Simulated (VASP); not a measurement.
Runs of VASP 6.6.1 on Tc. The structure is that of space group Fm-3m (No. 225), or close to it. The cells are those of the table. 

| task | level | potentials or basis | spin | cell | k mesh | cutoff (eV) | smearing | gap on the mesh (eV) | pressure (GPa) | relaxed volume (Å³/atom) |
| --- | --- | --- | --- | --- | --- | --- | --- | --- | --- | --- |
| relaxation of cell and atoms | LDA | VASP PAW LDA potentials, release 64 (Tc_pv) | non-collinear, zero start, SOC | relaxed from a = 2.758 Å, angles 60.0°, 1 atom | 9 × 9 × 9 | 600 | fermi-dirac 0.05 eV | - | 0.0 | 13.85 |
| relaxation of cell and atoms | LDA | VASP PAW LDA potentials, release 64 (Tc_pv) | off | relaxed from a = 2.758 Å, angles 60.0°, 1 atom | 12 × 12 × 12 | 600 | fermi-dirac 0.05 eV | none | -0.1 | 13.84 |
| single point | r2SCAN | VASP PAW PBE potentials, release 64 (Tc_pv) | off | a = 2.717 Å, angles 60.0°, 1 atom | 12 × 12 × 12 | 520 | fermi-dirac 0.05 eV | none | 2.5 | - |
| relaxation of cell and atoms | r2SCAN | VASP PAW PBE potentials, release 64 (Tc_pv) | off | relaxed from a = 2.758 Å, angles 60.0°, 1 atom | 12 × 12 × 12 | 600 | fermi-dirac 0.05 eV | none | -0.1 | (b) |
| single point | PBE | VASP PAW PBE potentials, release 64 (Tc_pv) | off | a = 2.794 Å, angles 60.0°, 1 atom | 12 × 12 × 12 | 520 | fermi-dirac 0.05 eV | none | -16.5 | - |
| single point | LDA | VASP PAW LDA potentials, release 64 (Tc_pv) | off | a = 2.758 Å, angles 60.0°, 1 atom | 10 × 10 × 10 | 520 | gaussian 0.01 eV | none | -19.7 | - |
| single point | PBE | VASP PAW PBE potentials, release 64 (Tc_pv) | off | a = 2.758 Å, angles 60.0°, 1 atom | 12 × 12 × 12 | 520 | gaussian 0.05 eV | none | (a) | - |
| relaxation of cell and atoms | PBEsol | VASP PAW PBE potentials, release 64 (Tc_pv) | off | relaxed from a = 2.758 Å, angles 60.0°, 1 atom | 12 × 12 × 12 | 600 | fermi-dirac 0.05 eV | none | 0.1 | 14.04 |

Q: Estimate the missing entries.

A: (a) -6.9; (b) 14.32.

Caveats: the PAW data sets were made with another functional, which shifts forces and pressure a little (some runs).

A k mesh can miss the band edges, and rows without SOC leave out spin-orbit coupling on Tc.

A gap of «none» marks levels without a gap at the run's occupations.
